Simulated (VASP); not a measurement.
# KF (rocksalt type) (Immm) in VASP: electric field gradients with PBE

Aim: the electric field gradients of KF (rocksalt type) with PBE.

Everything below comes from runs of VASP 6.6.1. Logs are shortened: lines on timing, memory, paths and dates and some standing lists are left out, and cuts for length are marked.

## 1. The cell of the first run

It takes space group Immm (No. 71, orthorhombic). The conventional cell has a = 3.813 Å, b = 3.852 Å, c = 5.420 Å, α = 90.00°, β = 90.00°, γ = 90.00°. Within 3.6 Å of K (site symmetry mmm) lie 6 F at 2.71 Å. Within 3.6 Å of F (site symmetry mmm) lie 6 K at 2.71 Å.

## 2. Electric field gradients, PBE (xy shear strain of +1 %)

Input file INCAR:

```
SYSTEM = KF
ALGO     = Fast           ! electronic algorithm
EDIFF    = 1E-8           ! SCF threshold, eV
ENCUT    = 520            ! plane-wave cutoff, eV
GGA      = PE             ! functional
ISIF     = 2              ! what is computed and relaxed
ISMEAR   = -1             ! smearing method
LASPH    = .True.         ! aspherical terms in the spheres
LCHARG   = .False.        ! write CHGCAR
LEFG     = .True.       
LREAL    = .False.        ! projectors in reciprocal space
LWAVE    = .False.        ! write WAVECAR
NBANDS   = 15             ! bands
NELM     = 100            ! most SCF steps
PREC     = Accurate       ! precision mode
SIGMA    = 0.08           ! smearing width, eV
```

Input file KPOINTS:

```
k-points
0
Gamma
  16 16 16
  0 0 0
```

Input file POSCAR:

```
KF
1.0
    0.0135494381      2.7098876288      2.7098876288
    2.7098876288      0.0135494381      2.7098876288
    2.7234370670      2.7234370670      0.0000000000
K F
1 1
Direct
    0.0000000000      0.0000000000      0.0000000000
    0.5000000000      0.5000000000      0.5000000000
```

Potentials or basis: VASP PAW PBE potentials, release 64 (K_sv, F).

The run is started by

```console
> cat potpaw_PBE.64/K_sv/POTCAR potpaw_PBE.64/F/POTCAR > POTCAR
> mpirun -np 1 vasp_std > vasp.out
```

OUTCAR:

```text
SYSTEM = KF
   EDIFF = 1E-8
   ENCUT = 520
   GGA = PE
   ISIF = 2
   ISMEAR = -1
   LASPH = .True.
   LREAL = .False.
   NELM = 100
   PREC = Accurate

 ion  position               nearest neighbor table
   1  0.000  0.000  0.000-   2 2.71   2 2.71   2 2.71   2 2.71   2 2.71   2 2.71
   2  0.500  0.500  0.500-   1 2.71   1 2.71   1 2.71   1 2.71   1 2.71   1 2.71

  LATTYP: Found a body centered orthorhombic cell.
 ALAT       =     3.8131980380
 B/A-ratio  =     1.0100502513
 C/A-ratio  =     1.4213201632

  Lattice vectors:

 A1 = (   2.7098876289,   0.0135494382,  -2.7098876288)
 A2 = (  -2.7098876288,  -0.0135494381,  -2.7098876288)
 A3 = (   0.0135494381,   2.7098876288,   2.7098876288)

Analysis of symmetry for initial positions (statically):
=====================================================================
 Subroutine PRICEL returns:
 Original cell was already a primitive cell.

 Routine SETGRP: Setting up the symmetry group for a
 body centered orthorhombic supercell.

 Subroutine GETGRP returns: Found  8 space group operations
 (whereof  8 operations were pure point group operations)
 out of a pool of  8 trial point group operations.

The static configuration has the point symmetry D_2h.

Analysis of symmetry for dynamics (positions and initial velocities):
=====================================================================
 Subroutine PRICEL returns:
 Original cell was already a primitive cell.

 Routine SETGRP: Setting up the symmetry group for a
 body centered orthorhombic supercell.

 Subroutine GETGRP returns: Found  8 space group operations
 (whereof  8 operations were pure point group operations)
 out of a pool of  8 trial point group operations.

The dynamic configuration has the point symmetry D_2h.

 Subroutine INISYM returns: Found  8 space group operations
 (whereof  8 operations are pure point group operations),
 and found     1 'primitive' translations

----------------------------------------------------------------------------------------

                                     Primitive cell

  volume of cell :      39.7991

  direct lattice vectors                    reciprocal lattice vectors
     0.013549438  2.709887629  2.709887629    -0.185436679  0.185436679  0.184509496
     2.709887629  0.013549438  2.709887629     0.185436679 -0.185436679  0.184509496
     2.723437067  2.723437067  0.000000000     0.183591538  0.183591538 -0.184509496

  length of vectors
     3.832383789  3.832383789  3.851521636     0.320651334  0.320651334  0.318520737

  position of ions in fractional coordinates (direct lattice)
     0.000000000  0.000000000  0.000000000
     0.500000000  0.500000000  0.500000000

  ion indices of the primitive-cell ions
   primitive index   ion index
                 1           1
                 2           2

----------------------------------------------------------------------------------------

 KPOINTS: k-points

Automatic generation of k-mesh.
 Grid dimensions read from file:
 generate k-points for:   16   16   16

 Generating k-lattice:

  Cartesian coordinates                     Fractional coordinates (reciprocal lattice)
    -0.011589792  0.011589792  0.011531843     0.062500000 -0.000000000  0.000000000
     0.011589792 -0.011589792  0.011531843    -0.000000000  0.062500000  0.000000000
     0.011474471  0.011474471 -0.011531843     0.000000000  0.000000000  0.062500000

  Length of vectors
     0.020040708  0.020040708  0.019907546

  Shift w.r.t. Gamma in fractional coordinates (k-lattice)
     0.000000000  0.000000000  0.000000000

 Subroutine IBZKPT returns following result:
 ===========================================

 Found    621 irreducible k-points:

 Following reciprocal coordinates:
[... 34 lines left out ...]
 SYSTEM =  KF
   PREC   = accura    normal or accurate (medium, high low for compatibility)
   ISTART =      0    job   : 0-new  1-cont  2-samecut
   ICHARG =      2    charge: 1-file 2-atom 10-const
   ISPIN  =      1    spin polarized calculation?
   LNONCOLLINEAR =      F non collinear calculations
   LSORBIT =      F    spin-orbit coupling
   LASPH  =      T    aspherical Exc in radial PAW
   ENCUT  =  520.0 eV  38.22 Ry    6.18 a.u.   7.13  7.13  7.16*2*pi/ulx,y,z
   NELM   =    100;   NELMIN=  2; NELMDL= -5     # of ELM steps
   EDIFF  = 0.1E-07   stopping-criterion for ELM
   LREAL  =      F    real-space projection
   EDIFFG = 0.1E-06   stopping-criterion for IOM
   NSW    =      0    number of steps for IOM
   IBRION =     -1    ionic relax: 0-MD 1-quasi-New 2-CG
   NFREE  =      0    steps in history (QN), initial steepest desc. (CG)
   ISIF   =      2    stress and relaxation
   ISYM   =      2    0-nonsym 1-usesym 2-fastsym
   POTIM  = 0.5000    time-step for ionic-motion
   TEBEG  =    0.0;   TEEND  =   0.0 temperature during run
   PSTRESS=    0.0 pullay stress
   NELECT =      16.0000    total number of electrons
   NUPDOWN=      -1.0000    fix difference up-down
   EMIN   =  10.00;   EMAX   =-10.00  energy-range for DOS
   EFERMI =   0.00;   METHOD = LEGACY
   ISMEAR =    -1;   SIGMA  =   0.08  broadening in eV -4-tet -1-fermi 0-gaus
   EFERMI_NEDOS =   21; number of points for ismear=-14 and -15
   IALGO  =     68    algorithm
   IMIX   =      4    mixing-type and parameters
     AMIX     =   0.40;   BMIX     =  1.00
     AMIX_MAG =   1.60;   BMIX_MAG =  1.00
  volume/ion in A,a.u.               =      19.90       134.29
  Fermi-wavevector in a.u.,A,eV,Ry     =   1.208251  2.283263 19.862744  1.459870
  Thomas-Fermi vector in A             =   2.343864
   LORBIT       =      0    0 simple, 1 ext, 2 COOP (PROOUT), +10 PAW based schemes
   GGA     = PE    functional components
   LHFCALC =     F    Hartree Fock is set to
   AEXX    =    0.0000 exact exchange contribution
   IVDW    =     0    specifies the selected vdW correction
   LEPSILON=     F    determine dielectric tensor
   LRPA    =     F    only Hartree local field effects (RPA)
 non-spin polarized calculation
 RMM-DIIS sequential band-by-band and
  energy-cutoff  :      520.00
  volume of cell :       39.80
 maximum number of plane-waves:      1086
 NGX is ok and might be reduce to    30
   NGX = 15   NGY = 15   NGZ = 15

 number of electron      15.9999992 magnetization

 Free energy of the ion-electron system (eV)
  ---------------------------------------------------
  ext. energy  EPLUGINS =         0.00000000
  ---------------------------------------------------
  free energy    TOTEN  =        -8.29908220 eV

  energy without entropy =       -8.29908220  energy(sigma->0) =       -8.29908220

 E-fermi :  -1.0152     XC(G=0):  -8.2135

 val. band max:       -2.9081136826   @ k =   0.0000   0.0000   0.0000
 cond. band min:       3.0355281056   @ k =   0.0000   0.0000   0.0000
 fundamental gap:      5.9436417883
 Fermi energy:        -1.0152290028

 k-point     1 :       0.0000    0.0000    0.0000
  band No.  band energies     occupation
      1     -29.1717      2.00000
      2     -21.5472      2.00000
      3     -12.4523      2.00000
      4     -12.4509      2.00000
      5     -12.4494      2.00000
      6      -2.9181      2.00000
      7      -2.9133      2.00000
      8      -2.9081      2.00000
      9       3.0355      0.00000
     10       7.5979      0.00000
     11       7.6451      0.00000
     12       7.6940      0.00000
     13       9.2625      0.00000
     14       9.2626      0.00000
[... 401 lines left out ...]
      2     -21.5534      2.00000
      3     -12.4713      2.00000
      4     -12.4648      2.00000
      5     -12.4507      2.00000
      6      -3.0090      2.00000
      7      -2.9615      2.00000
      8      -2.9235      2.00000
      9       3.3199      0.00000
     10       7.4803      0.00000
     11       7.7086      0.00000
     12       7.8421      0.00000
     13       9.3438      0.00000
     14       9.3478      0.00000
     15      14.2585      0.00000

 [... further k-points ...]

------------------------ aborting loop because EDIFF is reached ----------------------------------------

  FORCE on cell =-STRESS in cart. coord.  units (eV):
  Direction    XX          YY          ZZ          XY          YZ          ZX
  --------------------------------------------------------------------------------------
  -------------------------------------------------------------------------------------
  Total        0.0073075      0.0073075      0.0068646     -0.0334390     -0.0000000     -0.0000000
  in kB        0.2941760      0.2941760      0.2763465     -1.3461408     -0.0000000     -0.0000000
  external PRESSURE =       0.2882328 kB  Pullay stress =       0.0000000 kB

 VOLUME and BASIS-vectors are now :
 -----------------------------------------------------------------------------
  energy-cutoff  :      520.00
  volume of cell :       39.80
      direct lattice vectors                 reciprocal lattice vectors
     0.013549438  2.709887629  2.709887629    -0.185436679  0.185436679  0.184509496
     2.709887629  0.013549438  2.709887629     0.185436679 -0.185436679  0.184509496
     2.723437067  2.723437067  0.000000000     0.183591538  0.183591538 -0.184509496

 POSITION                                       TOTAL-FORCE (eV/Angst)
 -----------------------------------------------------------------------------------
      0.00000      0.00000      0.00000         0.000000      0.000000     -0.000000
      2.72344      2.72344      2.70989        -0.000000     -0.000000      0.000000
 -----------------------------------------------------------------------------------
    total drift:                                0.000000      0.000000      0.000000

  FREE ENERGIE OF THE ION-ELECTRON SYSTEM (eV)
  ---------------------------------------------------
  free  energy   TOTEN  =        -8.2990822044 eV

  energy  without entropy=       -8.2990822043  energy(sigma->0) =       -8.29908220

 Electric field gradients (V/A^2)
---------------------------------------------------------------------
 ion       V_xx      V_yy      V_zz      V_xy      V_xz      V_yz
---------------------------------------------------------------------
   1       0.004     0.004    -0.009    -0.960    -0.000    -0.000
   2      -0.001    -0.001     0.002     0.342    -0.003    -0.003
---------------------------------------------------------------------

 Electric field gradients after diagonalization (V/A^2)
 (convention: |V_zz| > |V_xx| > |V_yy|)
----------------------------------------------------------------------
 ion       V_xx      V_yy      V_zz     asymmetry (V_yy - V_xx)/ V_zz
----------------------------------------------------------------------
   1      -0.956    -0.009     0.964       0.982
   2       0.341     0.002    -0.344       0.987
----------------------------------------------------------------------

           NMR quadrupolar parameters

 Cq : quadrupolar parameter    Cq=e*Q*V_zz/h
 eta: asymmetry parameters     (V_yy - V_xx)/ V_zz
 Q  : nuclear electric quadrupole moment in mb (millibarn)
----------------------------------------------------------------------
 ion       Cq(MHz)       eta       Q (mb)
----------------------------------------------------------------------
   1       0.002       0.982       1.000
   2      -0.001       0.987       1.000
----------------------------------------------------------------------
```

Run time: 7.3 min. Hardware: 1 thread of Intel Xeon Platinum 8488C (Sapphire Rapids), shared host; peak memory 0.44 GiB.

Results:

| Property | Result |
| --- | --- |
| Free energy | -8.2991 eV |
| Pressure | 0.0 GPa |
| Band gap on the k mesh | 5.94 eV |
| Largest electric field gradient by atom | K +1.0; F -0.3 V/Å² |

Electric field gradients, principal values (V/Å²):
```csv
atom,least,middle,greatest (by size)
1 K,-0.009,-0.956,0.964
2 F,0.002,0.341,-0.344
```

Caveat: the cell differs from its parent crystal (xy shear strain of +1 %); without QUAD_EFG the Cq values of the log hold for a quadrupole moment of 1 mb, not for the nuclei. A k mesh can miss the band edges.
